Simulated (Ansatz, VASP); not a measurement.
Two plane-wave programs on TaSi2

```
Ta Si
1.0
     4.42019    0.00000    0.00000
    -2.21010    3.82800    0.00000
     0.00000    0.00000    2.64158
Ta Si
1 2
Direct
  0.00000 0.00000 0.00000
  0.33333 0.66667 0.50000
  0.66667 0.33333 0.50000
```

Alike in both runs: functional PBE; k mesh 6 × 6 × 6; occupations gaussian, width 0.2 eV; no spin polarisation.

Ansatz relaxed the structure, and its values are those at the end. VASP's run is a single point on that final structure, the one shown.

```csv
,VASP,Ansatz
version,VASP 6.6.1,Ansatz 0.2.0
potentials or method,"VASP PAW PBE potentials, release 64 (Ta_pv, Si), cutoff 500 eV","scalar-relativistic, plane waves, PAW"
valence electrons in the cell,19,21
```

```tsv
	VASP	Ansatz	Ansatz less VASP
gap on the k mesh at the Fermi level (eV)	none	none	-
pressure (GPa)	0.1	0.0	-0.07
```

A gap of «none» marks a metal or a gap that the smearing closes. The functional is the same, so the differences come from potentials, cutoffs and numerics. VASP's potentials hold 19 valence electrons a cell and Ansatz's 21, so a difference there can come from the potentials and not from the codes.

The k mesh is coarse, so the values compare programs but aren't converged. Spin-orbit coupling is off throughout.
